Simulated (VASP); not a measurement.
# GaAs (F-43m) in VASP: further runs

Runs on GaAs. Level: LDA. Tasks: single point, relaxation of cell and atoms.

Everything below comes from runs of VASP 6.6.1. Logs are shortened: lines on timing, memory, paths and dates and some standing lists are left out, and cuts for length are marked.

**Measured values to compare with.**

From “Evidence of valence band perturbations in GaAsN/GaAs(001): A combined variable-angle spectroscopic ellipsometry and modulated photoreflectance investigation”, 2008, arxiv:0805.2212, for a bulk crystal of GaAs at 300 K: band gap 1.412 ± 0.01 eV (direct).

How close the calculation comes is told below.

## 1. The cell of the first run

The structure is cubic, space group F-43m (No. 216). Conventional cell: a = 5.603 Å, b = 5.603 Å, c = 5.603 Å, α = 90.00°, β = 90.00°, γ = 90.00°. Within 3.2 Å of Ga (site symmetry -43m) lie 4 As at 2.43 Å. Within 3.2 Å of As (site symmetry -43m) lie 4 Ga at 2.43 Å.

## 2. Single point, LDA

The input, INCAR:

```
SYSTEM = GaAs
PREC = Accurate ; ENCUT = 520
EDIFF = 1E-7 ; ISMEAR = 0
SIGMA = 0.01 ; LREAL = .FALSE.
LASPH = .TRUE. ; NELM = 100
ALGO = Normal ; ISIF = 2
LWAVE = .FALSE. ; LCHARG = .TRUE.
LELF = .TRUE. ; LVHAR = .TRUE.
NBANDS = 16
```

The input, KPOINTS:

```
regular mesh
0
G
  10 10 10
  0 0 0
```

The input, POSCAR:

```
GaAs
1.0
    0.0000000000      2.8012814783      2.8012814783
    2.8012814783      0.0000000000      2.8012814783
    2.8012814783      2.8012814783      0.0000000000
Ga As
1 1
Direct
    0.0000000000      0.0000000000      0.0000000000
    0.2500000000      0.2500000000      0.2500000000
```

Potentials or basis: VASP PAW LDA potentials, release 64 (Ga_d, As).

Launch:

```console
cat potpaw_LDA.64/Ga_d/POTCAR potpaw_LDA.64/As/POTCAR > POTCAR
mpirun -np 1 vasp_std > vasp.out
```

OUTCAR:

```text
SYSTEM = GaAs
   PREC = Accurate
   ENCUT = 520
   EDIFF = 1E-7
   ISMEAR = 0
   LREAL = .FALSE.
   LASPH = .TRUE.
   NELM = 100
   ISIF = 2

 ion  position               nearest neighbor table
   1  0.000  0.000  0.000-   2 2.43   2 2.43   2 2.43   2 2.43
   2  0.250  0.250  0.250-   1 2.43   1 2.43   1 2.43   1 2.43

  LATTYP: Found a face centered cubic cell.
 ALAT       =     5.6025629566

  Lattice vectors:

 A1 = (   0.0000000000,   2.8012814783,   2.8012814783)
 A2 = (   2.8012814783,   0.0000000000,   2.8012814783)
 A3 = (   2.8012814783,   2.8012814783,   0.0000000000)

Analysis of symmetry for initial positions (statically):
=====================================================================
 Subroutine PRICEL returns:
 Original cell was already a primitive cell.

 Routine SETGRP: Setting up the symmetry group for a
 face centered cubic supercell.

 Subroutine GETGRP returns: Found 24 space group operations
 (whereof 24 operations were pure point group operations)
 out of a pool of 48 trial point group operations.

The static configuration has the point symmetry T_d .

Analysis of symmetry for dynamics (positions and initial velocities):
=====================================================================
 Subroutine PRICEL returns:
 Original cell was already a primitive cell.

 Routine SETGRP: Setting up the symmetry group for a
 face centered cubic supercell.

 Subroutine GETGRP returns: Found 24 space group operations
 (whereof 24 operations were pure point group operations)
 out of a pool of 48 trial point group operations.

The dynamic configuration has the point symmetry T_d .

 Subroutine INISYM returns: Found 24 space group operations
 (whereof 24 operations are pure point group operations),
 and found     1 'primitive' translations

----------------------------------------------------------------------------------------

                                     Primitive cell

  volume of cell :      43.9643

  direct lattice vectors                    reciprocal lattice vectors
     0.000000000  2.801281478  2.801281478    -0.178489739  0.178489739  0.178489739
     2.801281478  0.000000000  2.801281478     0.178489739 -0.178489739  0.178489739
     2.801281478  2.801281478  0.000000000     0.178489739  0.178489739 -0.178489739

  length of vectors
     3.961610259  3.961610259  3.961610259     0.309153297  0.309153297  0.309153297

  position of ions in fractional coordinates (direct lattice)
     0.000000000  0.000000000  0.000000000
     0.250000000  0.250000000  0.250000000

[... 77 lines left out ...]
   LREAL  =      F    real-space projection
   EDIFFG = 0.1E-05   stopping-criterion for IOM
   NSW    =      0    number of steps for IOM
   IBRION =     -1    ionic relax: 0-MD 1-quasi-New 2-CG
   NFREE  =      0    steps in history (QN), initial steepest desc. (CG)
   ISIF   =      2    stress and relaxation
   ISYM   =      2    0-nonsym 1-usesym 2-fastsym
   POTIM  = 0.5000    time-step for ionic-motion
   TEBEG  =    0.0;   TEEND  =   0.0 temperature during run
   PSTRESS=    0.0 pullay stress
   NELECT =      18.0000    total number of electrons
   NUPDOWN=      -1.0000    fix difference up-down
   EMIN   =  10.00;   EMAX   =-10.00  energy-range for DOS
   EFERMI =   0.00;   METHOD = LEGACY
   ISMEAR =     0;   SIGMA  =   0.01  broadening in eV -4-tet -1-fermi 0-gaus
   EFERMI_NEDOS =   21; number of points for ismear=-14 and -15
   IALGO  =     38    algorithm
   IMIX   =      4    mixing-type and parameters
     AMIX     =   0.40;   BMIX     =  1.00
     AMIX_MAG =   1.60;   BMIX_MAG =  1.00
  volume/ion in A,a.u.               =      21.98       148.34
  Fermi-wavevector in a.u.,A,eV,Ry     =   1.215623  2.297194 20.105864  1.477739
  Thomas-Fermi vector in A             =   2.351004
   LORBIT       =      0    0 simple, 1 ext, 2 COOP (PROOUT), +10 PAW based schemes
   GGA     = CA    functional components
   LHFCALC =     F    Hartree Fock is set to
   AEXX    =    0.0000 exact exchange contribution
   IVDW    =     0    specifies the selected vdW correction
   LEPSILON=     F    determine dielectric tensor
   LRPA    =     F    only Hartree local field effects (RPA)
 non-spin polarized calculation
 Gauss-broadening in eV      SIGMA  =   0.01
  energy-cutoff  :      520.00
  volume of cell :       43.96
 maximum number of plane-waves:      1243
 NGX is ok and might be reduce to    30
   NGX = 15   NGY = 15   NGZ = 15

 number of electron      18.0000013 magnetization

 Free energy of the ion-electron system (eV)
  ---------------------------------------------------
  ext. energy  EPLUGINS =         0.00000000
  ---------------------------------------------------
  free energy    TOTEN  =        -9.64098372 eV

  energy without entropy =       -9.64098372  energy(sigma->0) =       -9.64098372

 E-fermi :   4.1643     XC(G=0): -10.0331

 val. band max:        4.0644568150   @ k =   0.0000   0.0000   0.0000
 cond. band min:       4.6030137464   @ k =   0.0000   0.0000   0.0000
 fundamental gap:      0.5385569314
 Fermi energy:         4.1643494775

 k-point     1 :       0.0000    0.0000    0.0000
  band No.  band energies     occupation
      1     -10.9151      2.00000
      2     -10.9151      2.00000
      3     -10.9151      2.00000
      4     -10.8301      2.00000
      5     -10.8301      2.00000
      6      -8.8986      2.00000
[... 433 lines left out ...]
      3     -10.8744      2.00000
      4     -10.8498      2.00000
      5     -10.8198      2.00000
      6      -7.0901      2.00000
[... 8 lines left out ...]
     15      16.4727      0.00000
     16      16.9404      0.00000

 [... further k-points ...]

------------------------ aborting loop because EDIFF is reached ----------------------------------------

  FORCE on cell =-STRESS in cart. coord.  units (eV):
  Direction    XX          YY          ZZ          XY          YZ          ZX
  --------------------------------------------------------------------------------------
  -------------------------------------------------------------------------------------
  Total        0.0930307      0.0930307      0.0930307      0.0000000      0.0000000      0.0000000
  in kB        3.3902888      3.3902888      3.3902888      0.0000000      0.0000000      0.0000000
  external PRESSURE =       3.3902888 kB  Pullay stress =       0.0000000 kB

 VOLUME and BASIS-vectors are now :
 -----------------------------------------------------------------------------
  energy-cutoff  :      520.00
  volume of cell :       43.96
      direct lattice vectors                 reciprocal lattice vectors
     0.000000000  2.801281478  2.801281478    -0.178489739  0.178489739  0.178489739
     2.801281478  0.000000000  2.801281478     0.178489739 -0.178489739  0.178489739
     2.801281478  2.801281478  0.000000000     0.178489739  0.178489739 -0.178489739

 POSITION                                       TOTAL-FORCE (eV/Angst)
 -----------------------------------------------------------------------------------
      0.00000      0.00000      0.00000         0.000000      0.000000      0.000000
      1.40064      1.40064      1.40064        -0.000000     -0.000000     -0.000000
 -----------------------------------------------------------------------------------
    total drift:                               -0.000001     -0.000001     -0.000000

  FREE ENERGIE OF THE ION-ELECTRON SYSTEM (eV)
  ---------------------------------------------------
  free  energy   TOTEN  =        -9.6409837241 eV

  energy  without entropy=       -9.6409837241  energy(sigma->0) =       -9.64098372
```

Wall time 37 s (1 thread of Intel Xeon 8259CL, shared host); peak memory 0.17 GiB.

What came out:

| Item | Value |
| --- | --- |
| Free energy | -9.6410 eV |
| Pressure | 0.3 GPa |
| Band gap on the k mesh | 0.54 eV |

## 3. Relaxation of cell and atoms, LDA

This run uses another cell than the first one, of 22.59 Å³/atom.

The input, INCAR:

```
  PREC = Accurate
  ENCUT = 600
  EDIFF = 1E-6
  ISMEAR = 0
  SIGMA = 0.01
  LREAL = F
  LASPH = T
  NELM = 60
  ALGO = Normal
  ISIF = 3
  LWAVE = F
  LCHARG = F
  GGA = CA
  IBRION = 2
  NSW = 80
  EDIFFG = -0.001
```

The input, KPOINTS:

```
Automatic mesh
0
Gamma
  10 10 10
```

The input, POSCAR:

```
GaAs
1.0
    0.0000000000      2.8268500000      2.8268500000
    2.8268500000      0.0000000000      2.8268500000
    2.8268500000      2.8268500000      0.0000000000
Ga As
1 1
Direct
    0.0000000000      0.0000000000      0.0000000000
    0.2500000000      0.2500000000      0.2500000000
```

Potentials or basis: VASP PAW LDA potentials, release 64 (Ga_d, As).

Launch:

```console
cat potpaw_LDA.64/Ga_d/POTCAR potpaw_LDA.64/As/POTCAR > POTCAR
mpirun -np 1 vasp_std > vasp.out
```

OUTCAR:

```text
PREC = Accurate
   ENCUT = 600
   EDIFF = 1E-6
   ISMEAR = 0
   LREAL = F
   LASPH = T
   NELM = 60
   ISIF = 3
   GGA = CA
   IBRION = 2
   NSW = 80
   EDIFFG = -0.001

 ion  position               nearest neighbor table
   1  0.000  0.000  0.000-   2 2.45   2 2.45   2 2.45   2 2.45
   2  0.250  0.250  0.250-   1 2.45   1 2.45   1 2.45   1 2.45

  LATTYP: Found a face centered cubic cell.
 ALAT       =     5.6537000000

  Lattice vectors:

 A1 = (   0.0000000000,   2.8268500000,   2.8268500000)
 A2 = (   2.8268500000,   0.0000000000,   2.8268500000)
 A3 = (   2.8268500000,   2.8268500000,   0.0000000000)

Analysis of symmetry for initial positions (statically):
=====================================================================
 Subroutine PRICEL returns:
 Original cell was already a primitive cell.

 Routine SETGRP: Setting up the symmetry group for a
 face centered cubic supercell.

 Subroutine GETGRP returns: Found 24 space group operations
 (whereof 24 operations were pure point group operations)
 out of a pool of 48 trial point group operations.

The static configuration has the point symmetry T_d .

Analysis of symmetry for dynamics (positions and initial velocities):
=====================================================================
 Subroutine PRICEL returns:
 Original cell was already a primitive cell.

 Routine SETGRP: Setting up the symmetry group for a
 face centered cubic supercell.

 Subroutine GETGRP returns: Found 24 space group operations
 (whereof 24 operations were pure point group operations)
 out of a pool of 48 trial point group operations.

The dynamic configuration has the point symmetry T_d .

 Subroutine INISYM returns: Found 24 space group operations
 (whereof 24 operations are pure point group operations),
 and found     1 'primitive' translations

----------------------------------------------------------------------------------------

                                     Primitive cell

  volume of cell :      45.1792

  direct lattice vectors                    reciprocal lattice vectors
     0.000000000  2.826850000  2.826850000    -0.176875321  0.176875321  0.176875321
[... 95 lines left out ...]
   TEBEG  =    0.0;   TEEND  =   0.0 temperature during run
   PSTRESS=    0.0 pullay stress
   NELECT =      18.0000    total number of electrons
   NUPDOWN=      -1.0000    fix difference up-down
   EMIN   =  10.00;   EMAX   =-10.00  energy-range for DOS
   EFERMI =   0.00;   METHOD = LEGACY
   ISMEAR =     0;   SIGMA  =   0.01  broadening in eV -4-tet -1-fermi 0-gaus
   EFERMI_NEDOS =   21; number of points for ismear=-14 and -15
   IALGO  =     38    algorithm
   IMIX   =      4    mixing-type and parameters
     AMIX     =   0.40;   BMIX     =  1.00
     AMIX_MAG =   1.60;   BMIX_MAG =  1.00
  volume/ion in A,a.u.               =      22.59       152.44
  Fermi-wavevector in a.u.,A,eV,Ry     =   1.204628  2.276417 19.743799  1.451128
  Thomas-Fermi vector in A             =   2.340347
   LORBIT       =      0    0 simple, 1 ext, 2 COOP (PROOUT), +10 PAW based schemes
   GGA     = CA    functional components
   LHFCALC =     F    Hartree Fock is set to
   AEXX    =    0.0000 exact exchange contribution
   IVDW    =     0    specifies the selected vdW correction
   LEPSILON=     F    determine dielectric tensor
   LRPA    =     F    only Hartree local field effects (RPA)
 conjugate gradient relaxation of ions
 non-spin polarized calculation
 Gauss-broadening in eV      SIGMA  =   0.01
  energy-cutoff  :      600.00
  volume of cell :       45.18
 maximum number of plane-waves:      1524
   NGX = 15   NGY = 15   NGZ = 15

--------------------------------------- Ionic step        1  -------------------------------------------

 number of electron      18.0000011 magnetization

 Free energy of the ion-electron system (eV)
  ---------------------------------------------------
  ext. energy  EPLUGINS =         0.00000000
  ---------------------------------------------------
  free energy    TOTEN  =        -9.63593721 eV

  energy without entropy =       -9.63593721  energy(sigma->0) =       -9.63593721

 E-fermi :   3.8835     XC(G=0):  -9.9125

 val. band max:        3.8001667607   @ k =   0.0000   0.0000   0.0000
 cond. band min:       4.1322729771   @ k =   0.0000   0.0000   0.0000
 fundamental gap:      0.3321062164
 Fermi energy:         3.8834993032
[... 878 lines left out ...]
  FREE ENERGIE OF THE ION-ELECTRON SYSTEM (eV)
  ---------------------------------------------------
  free  energy   TOTEN  =        -9.6412400740 eV

  energy  without entropy=       -9.6412400740  energy(sigma->0) =       -9.64124007

[... ionic steps 4 to 16 ...]

--------------------------------------- Ionic step       17  -------------------------------------------

 number of electron      18.0000006 magnetization

------------------------ aborting loop because EDIFF is reached ----------------------------------------
[... 67 lines left out ...]
--------------------------------------- Ionic step       19  -------------------------------------------

 number of electron      18.0000006 magnetization

 Free energy of the ion-electron system (eV)
  ---------------------------------------------------
  ext. energy  EPLUGINS =         0.00000000
  ---------------------------------------------------
  free energy    TOTEN  =        -9.64123994 eV

  energy without entropy =       -9.64123994  energy(sigma->0) =       -9.64123994

 E-fermi :   4.1005     XC(G=0): -10.0134

 val. band max:        4.0208059991   @ k =   0.0000   0.0000   0.0000
 cond. band min:       4.5254891831   @ k =   0.0000   0.0000   0.0000
 fundamental gap:      0.5046831840
 Fermi energy:         4.1005231133
[... 413 lines left out ...]
  FREE ENERGIE OF THE ION-ELECTRON SYSTEM (eV)
  ---------------------------------------------------
  free  energy   TOTEN  =        -9.6412399433 eV

  energy  without entropy=       -9.6412399433  energy(sigma->0) =       -9.64123994

 reached required accuracy - stopping structural energy minimisation
```

It took 2.2 min on 1 thread of Intel Xeon 8259CL, shared host; peak memory 0.19 GiB.

What came out:

```
Free energy                           : -9.6412 eV
Relaxed volume                        : 22.08 Å³/atom
Relaxed cell                          : a = 3.967 Å, b = 3.967 Å, c = 3.967 Å, α = 60.00°, β = 60.00°, γ = 60.00°
Space group after relaxing (to 0.1 Å) : F-43m (No. 216)
Energy gained by relaxing             : 2.7 meV/atom
Ionic steps                           : 19
Pressure after relaxing               : 0.0 GPa
Band gap on the k mesh                : 0.50 eV
```

The path:
| step | energy change (eV) | largest force (eV/Å) | pressure (GPa) | volume (Å³) |
| --- | --- | --- | --- | --- |
| 1 | 0.0000 | 0.0000 | -1.63 | 45.18 |
| 2 | -0.0042 | 0.0000 | 0.76 | 43.69 |
| 3 | -0.0053 | 0.0000 | 0.01 | 44.15 |
| 4 | -0.0053 | 0.0000 | -0.09 | 44.17 |
| 5 | -0.0053 | 0.0000 | 0.01 | 44.17 |
| 6 | -0.0053 | 0.0000 | -0.02 | 44.17 |
| 7 | -0.0053 | 0.0000 | -0.03 | 44.17 |
| 8 | -0.0053 | 0.0000 | -0.03 | 44.17 |
| 9 | -0.0053 | 0.0000 | -0.03 | 44.17 |
| 10 | -0.0053 | 0.0000 | 0.03 | 44.16 |
| 11 | -0.0053 | 0.0000 | -0.01 | 44.17 |
| 12 | -0.0053 | 0.0000 | -0.03 | 44.16 |
| 13 | -0.0053 | 0.0000 | -0.02 | 44.16 |
| 14 | -0.0053 | 0.0000 | -0.02 | 44.16 |
| 15 | -0.0053 | 0.0000 | -0.02 | 44.16 |
| 16 | -0.0053 | 0.0000 | -0.02 | 44.16 |
| 17 | -0.0053 | 0.0000 | -0.02 | 44.16 |
| 18 | -0.0053 | 0.0000 | 0.04 | 44.16 |
| 19 | -0.0053 | 0.0000 | 0.01 | 44.16 |

Final structure:
```yaml
crystal:
  lattice:
    - [0.00000, 2.80542, 2.80542]
    - [2.80542, 0.00000, 2.80542]
    - [2.80542, 2.80542, 0.00000]
  atoms:
    - { symbol: Ga, position: [0.00000, 0.00000, 0.00000] }
    - { symbol: As, position: [0.25000, 0.25000, 0.25000] }
```

Levels at points of the mesh, in eV from the valence-band top:
```tsv
k point	band 6	band 7	band 8	band 9	band 10	band 11	band 12	band 13
(0.00, 0.00, 0.00)	-12.93	0.00	0.00	0.00	0.50	3.68	3.68	3.68
(0.50, 0.00, 0.00)	-11.09	-6.82	-1.18	-1.18	0.93	4.59	4.59	7.59
(0.50, 0.50, 0.00)	-10.32	-6.98	-2.77	-2.77	1.30	1.54	10.22	10.22
```

A k mesh can miss the band edges. LDA usually gives volumes a few per cent too small.

## 4. Comparison with measurements

Step 2. Against the measured gap of GaAs, 1.412 eV (direct; 300 K; “Evidence of valence band perturbations in GaAsN/GaAs(001): A combined variable-angle spectroscopic ellipsometry and modulated photoreflectance investigation”, 2008, arxiv:0805.2212), the calculated 0.54 eV is off by -0.87 eV. 3 values of this kind are on record (1.412 to 1.51 eV); this one was drawn at random among those near their median, those with a stated uncertainty first. Spin-orbit coupling on As, Ga is left out. The value is that of LDA on a finite k mesh, which can miss the band edges, without temperature or zero-point motion. Semilocal functionals fall short of measured gaps as a rule.
